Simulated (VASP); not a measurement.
## HgTe (Coloradoite): single point with PBE+D4

HgTe (Coloradoite):

```
CELL_PARAMETERS angstrom
0.00000 3.14888 3.14888
3.14888 0.00000 3.14888
3.14888 3.14888 0.00000
ATOMIC_POSITIONS crystal
Hg 0.00000 0.00000 0.00000
Te 0.75000 0.75000 0.75000
```

| Quantity | Value |
| --- | --- |
| Program | VASP 6.6.1 |
| Task | single point |
| Functional | PBE |
| Dispersion | D4 |
| Potentials or basis | VASP PAW PBE potentials, release 64 (Hg, Te) |
| Cutoff | 520 eV |
| k mesh | 7 × 7 × 7 |
| Occupations | fermi-dirac, width 0.05 eV |
| Spin | no spin polarisation |
| Dipole correction | no |
| Further INCAR settings | ALGO = Normal; EDIFF = 1e-07; NBANDS = 16 |

- Pressure: 6.3 GPa
- Band gap on the k mesh: zero (filled and empty bands touch)
- Dispersion energy per atom: -0.418 eV

Levels at points of the mesh, in eV from the Fermi level:
| k point | band 5 | band 6 | band 7 | band 8 | band 9 | band 10 | band 11 | band 12 | band 13 | band 14 |
| --- | --- | --- | --- | --- | --- | --- | --- | --- | --- | --- |
| (0.00, 0.00, 0.00) | -7.26 | -7.26 | -0.57 | -0.04 | -0.04 | -0.04 | 4.03 | 4.03 | 4.03 | 6.39 |

Wall time 12 s on 1 thread of Intel(R) Xeon(R) Platinum 8559C (Emerald Rapids), on a shared host, peak memory 0.2 GiB.

Caveat: spin-orbit coupling is left out, which moves the levels of the heavy elements; pairwise dispersion overbinds metals, which lowers pressure and volume.
